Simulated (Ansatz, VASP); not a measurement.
## One calculation of BP, two programs

The input INCAR:

```
SYSTEM = BP
  ALGO = Normal
  EDIFF = 1E-6
  ENCUT = 520
  GGA = PE
  ISIF = 2
  ISMEAR = -1
  LASPH = .True.
  LCHARG = .False.
  LREAL = .False.
  LWAVE = .False.
  NBANDS = 11
  NELM = 60
  PREC = Accurate
  SIGMA = 0.02
```

The input KPOINTS:

```
k-points
0
Gamma
  10 10 10
  0 0 0
```

File POSCAR:

```
BP
1.0
    0.0000000000      2.2683156689      2.3136819823
    2.2683156689      0.0000000000      2.3136819823
    2.2683156689      2.2683156689      0.0000000000
B P
1 1
Direct
    0.0000000000      0.0000000000      0.0000000000
    0.2500000000      0.2500000000      0.2500000000
```

Input for Ansatz:

```yaml
crystal:
  lattice:
    - [0.0, 2.2683156689, 2.3136819823]
    - [2.2683156689, 0.0, 2.3136819823]
    - [2.2683156689, 2.2683156689, 0.0]
  atoms:
    - { symbol: B, position: [0.0, 0.0, 0.0] }
    - { symbol: P, position: [0.25, 0.25, 0.25] }
kpoints:
  mp_grid: { grid: [10, 10, 10] }
  band_path:
    path:
      - [0.0, 0.0, 0.0]
      - [-0.5, -0.5, 0.0]
      - [-0.375, -0.375, 0.25]
      - [-0.375, 0.0, 0.375]
      - [0.0, 0.0, 0.5]
      - [-0.5, -0.25, 0.25]
      - [0.0, 0.411458, 0.411458]
    npoints: 1
hamiltonian:
  xc: pbe
scf:
  occupations: { method: fermi_dirac, width: 0.02 }
  n_extra_bands: 4
output:
  forces: true
  stress: true
  eigenvalues: true
```

Change from the starting cell: uniaxial_z strain +2.0%.

Alike in both runs: task single point; functional PBE; k mesh 10 × 10 × 10; occupations fermi-dirac, width 0.02 eV; no spin polarisation.

```csv
,VASP,Ansatz
version,VASP 6.6.1,Ansatz 0.2.0
potentials or method,"VASP PAW PBE potentials, release 64 (B, P)","plane waves, PAW"
plane-wave cutoff (eV),520,420
valence electrons in the cell,8,8
```

|  | VASP | Ansatz | Ansatz less VASP |
| --- | --- | --- | --- |
| gap on the k mesh at the Fermi level (eV) | 1.12 | 1.12 | +0.004 |
| pressure (GPa) | -2.1 | -1.9 | +0.22 |
| traceless stress, the component that is largest in VASP (GPa) | -3.58 | -3.57 | +0.006 |

With one functional, cell and mesh, what is left measures potentials, basis and numerics.
